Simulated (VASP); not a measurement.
# BN (P1) in VASP: notebook

BN is run at these levels: r2SCAN; tasks: single point.

All numbers are computed with VASP 6.6.1; they aren't measurements. Logs are shortened: lines on timing, memory, paths and dates and some standing lists are left out, and cuts for length are marked.

## (1) The cell of the first run

The typed cell holds 4 atoms: a = 2.554 Å, b = 2.554 Å, c = 4.227 Å, α = 90.00°, β = 90.00°, γ = 120.00°.

## (2) Single point, r2SCAN (atom 3 (N) moved by (-0.450, +0.000) A along x and z)

Contents of POSCAR:

```
BN
1.0
    2.5539396017      0.0000000000      0.0000000000
   -1.2769698009      2.2117765748      0.0000000000
    0.0000000000      0.0000000000      4.2268550000
B N
2 2
Direct
    0.6666666667      0.3333333333      0.9997240000
    0.3333333333      0.6666666667      0.4997240000
    0.4904682947      0.3333333333      0.6252760000
    0.3333333333      0.6666666667      0.1252760000
```

Contents of INCAR.step1:

```
SYSTEM = BN
PREC = Accurate
ENCUT = 520
ISMEAR = 0
SIGMA = 0.05
LREAL = .FALSE.
LASPH = .TRUE.
NELM = 60
NBANDS = 16
GGA = PE
ALGO = Normal
EDIFF = 1E-4
LWAVE = .TRUE.
LCHARG = .FALSE.
```

Contents of INCAR.step2:

```
SYSTEM = BN
PREC = Accurate
ENCUT = 520
EDIFF = 1E-7
ISMEAR = 0
SIGMA = 0.05
LREAL = .FALSE.
LASPH = .TRUE.
NELM = 60
ALGO = Normal
ISIF = 2
LWAVE = .FALSE.
LCHARG = .TRUE.
METAGGA = R2SCAN
LMIXTAU = .TRUE.
LELF = .TRUE.
LVHAR = .TRUE.
NBANDS = 16
ISTART = 1
```

Contents of KPOINTS:

```
Automatic mesh
0
G
  12 12 6
  0 0 0
```

Potentials or basis: VASP PAW PBE potentials, release 64 (B, N).

Run with:

```
$ cat potpaw_PBE.64/B/POTCAR potpaw_PBE.64/N/POTCAR > POTCAR
$ cp INCAR.step1 INCAR
$ mpirun -np 1 vasp_std > vasp.out
$ cp INCAR.step2 INCAR
$ mpirun -np 1 vasp_std > vasp.out
```

OUTCAR:

```text
SYSTEM = BN
   PREC = Accurate
   ENCUT = 520
   EDIFF = 1E-7
   ISMEAR = 0
   LREAL = .FALSE.
   LASPH = .TRUE.
   NELM = 60
   ISIF = 2
   METAGGA = R2SCAN
   ISTART = 1

 ion  position               nearest neighbor table
   1  0.667  0.333  1.000-   4 1.57   4 1.57   4 1.57   3 1.65
   2  0.333  0.667  0.500-   3 1.23   4 1.58   3 1.63   3 1.95
   3  0.490  0.333  0.625-   2 1.23   2 1.63   1 1.65   2 1.95
   4  0.333  0.667  0.125-   1 1.57   1 1.57   1 1.57   2 1.58

  LATTYP: Found a hexagonal cell.
 ALAT       =     2.5539396017
 C/A-ratio  =     1.6550332659

  Lattice vectors:

 A1 = (   2.5539396017,   0.0000000000,   0.0000000000)
 A2 = (  -1.2769698009,   2.2117765748,   0.0000000000)
 A3 = (   0.0000000000,   0.0000000000,   4.2268550000)

Analysis of symmetry for initial positions (statically):
=====================================================================
 Subroutine PRICEL returns:
 Original cell was already a primitive cell.

 Routine SETGRP: Setting up the symmetry group for a
 hexagonal supercell.

 Subroutine GETGRP returns: Found  1 space group operations
 (whereof  1 operations were pure point group operations)
 out of a pool of 24 trial point group operations.

The static configuration has the point symmetry C_1 .

Analysis of symmetry for dynamics (positions and initial velocities):
=====================================================================
 Subroutine PRICEL returns:
 Original cell was already a primitive cell.

 Routine SETGRP: Setting up the symmetry group for a
 hexagonal supercell.

 Subroutine GETGRP returns: Found  1 space group operations
 (whereof  1 operations were pure point group operations)
 out of a pool of 24 trial point group operations.

The dynamic configuration has the point symmetry C_1 .

 Subroutine INISYM returns: Found  1 space group operations
 (whereof  1 operations are pure point group operations),
 and found     1 'primitive' translations

----------------------------------------------------------------------------------------

                                     Primitive cell

  volume of cell :      23.8764

  direct lattice vectors                    reciprocal lattice vectors
     2.553939602  0.000000000  0.000000000     0.391551938  0.226062617  0.000000000
    -1.276969801  2.211776575  0.000000000     0.000000000  0.452125233  0.000000000
     0.000000000  0.000000000  4.226855000     0.000000000  0.000000000  0.236582518

  length of vectors
     2.553939602  2.553939602  4.226855000     0.452125233  0.452125233  0.236582518

  position of ions in fractional coordinates (direct lattice)
     0.666666667  0.333333333  0.999724000
     0.333333333  0.666666667  0.499724000
     0.490468295  0.333333333  0.625276000
     0.333333333  0.666666667  0.125276000

  ion indices of the primitive-cell ions
   primitive index   ion index
                 1           1
                 2           2
                 3           3
                 4           4

----------------------------------------------------------------------------------------

 KPOINTS: Automatic mesh

Automatic generation of k-mesh.
 Grid dimensions read from file:
 generate k-points for:   12   12    6

 Generating k-lattice:

  Cartesian coordinates                     Fractional coordinates (reciprocal lattice)
     0.032629328  0.018838551  0.000000000     0.083333333  0.000000000  0.000000000
     0.000000000  0.037677103  0.000000000     0.000000000  0.083333333  0.000000000
     0.000000000  0.000000000  0.039430420     0.000000000  0.000000000  0.166666667

  Length of vectors
     0.037677103  0.037677103  0.039430420

  Shift w.r.t. Gamma in fractional coordinates (k-lattice)
     0.000000000  0.000000000  0.000000000

 Subroutine IBZKPT returns following result:
 ===========================================

 Found    436 irreducible k-points:

 Following reciprocal coordinates:
            Coordinates               Weight
  0.000000  0.000000  0.000000      1.000000
  0.083333  0.000000  0.000000      2.000000
  0.000000  0.083333  0.000000      2.000000
 -0.083333  0.083333  0.000000      2.000000
  0.166667  0.000000  0.000000      2.000000
  0.000000  0.166667  0.000000      2.000000
[... 16 lines left out ...]
  0.166667  0.083333  0.000000      2.000000
 -0.083333  0.250000  0.000000      2.000000
 [... further k-points ...]
   k-points           NKPTS =    436   k-points in BZ     NKDIM =    436   number of bands    NBANDS=     16
   number of dos      NEDOS =    301   number of ions     NIONS =      4
   total plane-waves  NPLWV =  12800
   dimension x,y,z NGX =    20 NGY =   20 NGZ =   32
   dimension x,y,z NGXF=    40 NGYF=   40 NGZF=   64
   ions per type =               2   2
   NGX,Y,Z   is equivalent  to a cutoff of  13.02, 13.02, 12.59 a.u.
   NGXF,Y,Z  is equivalent  to a cutoff of  26.04, 26.04, 25.17 a.u.
 SYSTEM =  BN
   PREC   = accura    normal or accurate (medium, high low for compatibility)
   ISTART =      1    job   : 0-new  1-cont  2-samecut
   ICHARG =      0    charge: 1-file 2-atom 10-const
   ISPIN  =      1    spin polarized calculation?
   LNONCOLLINEAR =      F non collinear calculations
   LSORBIT =      F    spin-orbit coupling
   LASPH  =      T    aspherical Exc in radial PAW
   ENCUT  =  520.0 eV  38.22 Ry    6.18 a.u.   4.75  4.75  7.86*2*pi/ulx,y,z
   NELM   =     60;   NELMIN=  2; NELMDL=  0     # of ELM steps
   EDIFF  = 0.1E-06   stopping-criterion for ELM
   LREAL  =      F    real-space projection
   EDIFFG = 0.1E-05   stopping-criterion for IOM
   NSW    =      0    number of steps for IOM
   IBRION =     -1    ionic relax: 0-MD 1-quasi-New 2-CG
   NFREE  =      0    steps in history (QN), initial steepest desc. (CG)
   ISIF   =      2    stress and relaxation
   ISYM   =      2    0-nonsym 1-usesym 2-fastsym
   POTIM  = 0.5000    time-step for ionic-motion
   TEBEG  =    0.0;   TEEND  =   0.0 temperature during run
   PSTRESS=    0.0 pullay stress
   NELECT =      16.0000    total number of electrons
   NUPDOWN=      -1.0000    fix difference up-down
   EMIN   =  10.00;   EMAX   =-10.00  energy-range for DOS
   EFERMI =   0.00;   METHOD = LEGACY
   ISMEAR =     0;   SIGMA  =   0.05  broadening in eV -4-tet -1-fermi 0-gaus
   EFERMI_NEDOS =   21; number of points for ismear=-14 and -15
   IALGO  =     38    algorithm
   IMIX   =      4    mixing-type and parameters
     AMIX     =   0.40;   BMIX     =  1.00
     AMIX_MAG =   1.60;   BMIX_MAG =  1.00
  volume/ion in A,a.u.               =       5.97        40.28
  Fermi-wavevector in a.u.,A,eV,Ry     =   1.432600  2.707222 27.923836  2.052344
  Thomas-Fermi vector in A             =   2.552210
   LORBIT       =      0    0 simple, 1 ext, 2 COOP (PROOUT), +10 PAW based schemes
   METAGGA = R2SCAN    functional components
   LHFCALC =     F    Hartree Fock is set to
   AEXX    =    0.0000 exact exchange contribution
   IVDW    =     0    specifies the selected vdW correction
   LEPSILON=     F    determine dielectric tensor
   LRPA    =     F    only Hartree local field effects (RPA)
 non-spin polarized calculation
 Gauss-broadening in eV      SIGMA  =   0.05
  energy-cutoff  :      520.00
  volume of cell :       23.88
 maximum number of plane-waves:       660
   NGX =  9   NGY =  9   NGZ = 15

 number of electron      16.0000000 magnetization

 Free energy of the ion-electron system (eV)
  ---------------------------------------------------
  ext. energy  EPLUGINS =         0.00000000
  ---------------------------------------------------
  free energy    TOTEN  =       -35.69005613 eV

  energy without entropy =      -35.69005613  energy(sigma->0) =      -35.69005613

 E-fermi :   8.4108     XC(G=0): -13.5534

 val. band max:        8.1592518486   @ k =   0.0000   0.0000   0.0000
 cond. band min:      11.4878213514   @ k =   0.0000   0.5000   0.5000
 fundamental gap:      3.3285695029
 Fermi energy:         8.4107510886

 k-point     1 :       0.0000    0.0000    0.0000
  band No.  band energies     occupation
      1     -14.1817      2.00000
      2     -10.1054      2.00000
      3      -3.9883      2.00000
      4       2.7174      2.00000
      5       5.8156      2.00000
      6       6.1727      2.00000
[... 8 lines left out ...]
     15      23.5302      0.00000
     16      26.2447      0.00000

 k-point     2 :       0.0833    0.0000    0.0000
  band No.  band energies     occupation
      1     -14.0310      2.00000
      2      -9.9831      2.00000
      3      -3.8424      2.00000
      4       2.5503      2.00000
      5       5.0144      2.00000
      6       5.9569      2.00000
[... 8 lines left out ...]
     15      23.2943      0.00000
     16      26.1657      0.00000

 k-point     3 :       0.0000    0.0833    0.0000
  band No.  band energies     occupation
      1     -14.0317      2.00000
      2      -9.9947      2.00000
      3      -3.8392      2.00000
      4       2.3843      2.00000
      5       5.3446      2.00000
      6       5.7684      2.00000
[... 8 lines left out ...]
     15      23.3963      0.00000
     16      26.5539      0.00000

 k-point     4 :      -0.0833    0.0833    0.0000
  band No.  band energies     occupation
      1     -14.0312      2.00000
      2      -9.9975      2.00000
      3      -3.8375      2.00000
      4       2.3125      2.00000
      5       5.3668      2.00000
      6       5.7433      2.00000
[... 8 lines left out ...]
     15      23.3043      0.00000
     16      25.7704      0.00000
[... 324 lines left out ...]
 k-point    22 :      -0.1667    0.0833    0.0000
  band No.  band energies     occupation
      1     -13.7325      2.00000
      2      -9.7636      2.00000
      3      -3.5486      2.00000
      4       1.8887      2.00000
      5       4.0313      2.00000
      6       5.3899      2.00000
[... 8 lines left out ...]
     15      22.8634      0.00000
     16      25.4768      0.00000

 k-point    23 :       0.1667    0.0833    0.0000
  band No.  band energies     occupation
      1     -13.1568      2.00000
      2      -9.3058      2.00000
      3      -3.0045      2.00000
      4       1.3396      2.00000
      5       2.2789      2.00000
      6       4.4393      2.00000
[... 8 lines left out ...]
     15      23.4439      0.00000
     16      25.2793      0.00000

 k-point    24 :      -0.0833    0.2500    0.0000
  band No.  band energies     occupation
      1     -13.1535      2.00000
      2      -9.4264      2.00000
      3      -2.9577      2.00000
      4       0.4394      2.00000
      5       3.1078      2.00000
      6       4.2872      2.00000
[... 8 lines left out ...]
     15      23.3471      0.00000
     16      25.5010      0.00000

 [... further k-points ...]

------------------------ aborting loop because EDIFF is reached ----------------------------------------

  FORCE on cell =-STRESS in cart. coord.  units (eV):
  Direction    XX          YY          ZZ          XY          YZ          ZX
  --------------------------------------------------------------------------------------
  -------------------------------------------------------------------------------------
  Total        6.4976116      3.8684780      2.4010579     -3.2646845     -3.2722926      1.6585470
  in kB      436.0086502    259.5861318    161.1179752   -219.0698311   -219.5803596    111.2933330
  external PRESSURE =     285.5709191 kB  Pullay stress =       0.0000000 kB

 VOLUME and BASIS-vectors are now :
 -----------------------------------------------------------------------------
  energy-cutoff  :      520.00
  volume of cell :       23.88
      direct lattice vectors                 reciprocal lattice vectors
     2.553939602  0.000000000  0.000000000     0.391551938  0.226062617  0.000000000
    -1.276969801  2.211776575  0.000000000     0.000000000  0.452125233  0.000000000
     0.000000000  0.000000000  4.226855000     0.000000000  0.000000000  0.236582518

 POSITION                                       TOTAL-FORCE (eV/Angst)
 -----------------------------------------------------------------------------------
      1.27697      0.73726      4.22569        -2.119862      0.154205     -0.157198
     -0.00000      1.47452      2.11226        -9.062253      7.761311     -5.708266
      0.82697      0.73726      2.64295        11.779724     -8.156600      5.854315
     -0.00000      1.47452      0.52952        -0.597609      0.241084      0.011148
 -----------------------------------------------------------------------------------
    total drift:                                0.000028      0.000022      0.000650

  FREE ENERGIE OF THE ION-ELECTRON SYSTEM (eV)
  ---------------------------------------------------
  free  energy   TOTEN  =       -35.6900561343 eV

  energy  without entropy=      -35.6900561343  energy(sigma->0) =      -35.69005613
```

Wall time 5.5 min (1 thread of Intel Xeon Platinum 8559C (Emerald Rapids), shared host); peak memory 0.24 GiB.

Results:

```
Free energy            : -35.6901 eV
Pressure               : 28.6 GPa
Largest force          : 15.478 eV/Å
Band gap on the k mesh : 3.33 eV, indirect (least direct gap 5.43 eV)
```

Forces in eV/Å, atoms in the order of the input:
```
B   -2.120  0.154 -0.157
B   -9.062  7.761 -5.708
N   11.780 -8.157  5.854
N   -0.598  0.241  0.011
```

Caveat: the cell differs from its parent crystal (atom 3 (N) moved by (-0.450, +0.000) A along x and z); the PAW data sets were made with another functional, which shifts forces and pressure a little.

## (3) Single point, r2SCAN (atom 3 (N) moved by (-0.450, +0.450) A along x and z)

POSCAR: that of step 2 with these lines changed.

```diff
@@ -10,3 +10,3 @@
     0.3333333333      0.6666666667      0.4997240000
-    0.4904682947      0.3333333333      0.6252760000
+    0.4904682947      0.3333333333      0.7317381332
     0.3333333333      0.6666666667      0.1252760000
```

Contents of INCAR.step1:

```
PREC = Accurate
ENCUT = 520
ISMEAR = 0
SIGMA = 0.05
LREAL = False
LASPH = True
NELM = 60
NBANDS = 16
GGA = PE
ALGO = Normal
EDIFF = 1E-4
LWAVE = True
LCHARG = False
```

Contents of INCAR.step2:

```
PREC = Accurate
ENCUT = 520
EDIFF = 1E-6
ISMEAR = 0
SIGMA = 0.05
LREAL = False
LASPH = True
NELM = 60
ALGO = Normal
ISIF = 2
LWAVE = False
LCHARG = True
METAGGA = R2SCAN
LMIXTAU = True
LELF = True
LVHAR = True
NBANDS = 16
ISTART = 1
```

Contents of KPOINTS:

```
Automatic mesh
0
Gamma
  12 12 6
```

Potentials or basis: VASP PAW PBE potentials, release 64 (B, N).

Run with:

```
$ cat potpaw_PBE.64/B/POTCAR potpaw_PBE.64/N/POTCAR > POTCAR
$ cp INCAR.step1 INCAR
$ mpirun -np 1 vasp_std > vasp.out
$ cp INCAR.step2 INCAR
$ mpirun -np 1 vasp_std > vasp.out
```

Run time: 4.9 min. Hardware: 1 thread of Intel Xeon Platinum 8559C (Emerald Rapids), shared host; peak memory 0.24 GiB.

Results (log left out):

* Free energy: -32.9252 eV
* Pressure: 48.8 GPa
* Largest force: 22.858 eV/Å
* Band gap on the k mesh: 0.58 eV, indirect (least direct gap 3.42 eV)

Forces on the atoms (eV/Å):
```
B     2.186  -0.005  12.615
B    -0.493   1.109   3.155
N    -1.189  -1.559 -22.774
N    -0.504   0.454   7.004
```

Stress tensor (GPa, compression positive):
```
39.83  2.96 13.76
 2.96 21.62  4.60
13.76  4.60 84.93
```

Levels at points of the mesh, in eV from the valence-band top:
```csv
k point,band 6,band 7,band 8,band 9,band 10,band 11
"(0.00, 0.00, 0.00)",-3.22,-1.05,0.00,4.93,7.30,7.93
"(0.50, 0.00, 0.00)",-6.99,-5.40,-2.10,1.58,4.41,7.47
"(0.00, 0.50, 0.00)",-6.97,-6.24,-2.31,3.07,5.19,7.42
"(0.50, 0.50, 0.00)",-7.11,-6.69,-1.84,4.43,6.69,7.24
"(0.00, 0.00, 0.50)",-3.24,-1.89,-1.01,5.77,6.48,7.36
"(0.50, 0.00, 0.50)",-6.53,-5.11,-3.04,2.47,4.80,7.61
"(0.00, 0.50, 0.50)",-5.93,-5.01,-2.00,2.47,3.78,7.09
"(0.50, 0.50, 0.50)",-6.17,-4.48,-2.67,3.05,4.70,7.21
```

Caveat: the cell differs from its parent crystal (atom 3 (N) moved by (-0.450, +0.450) A along x and z); the PAW data sets were made with another functional, which shifts forces and pressure a little.
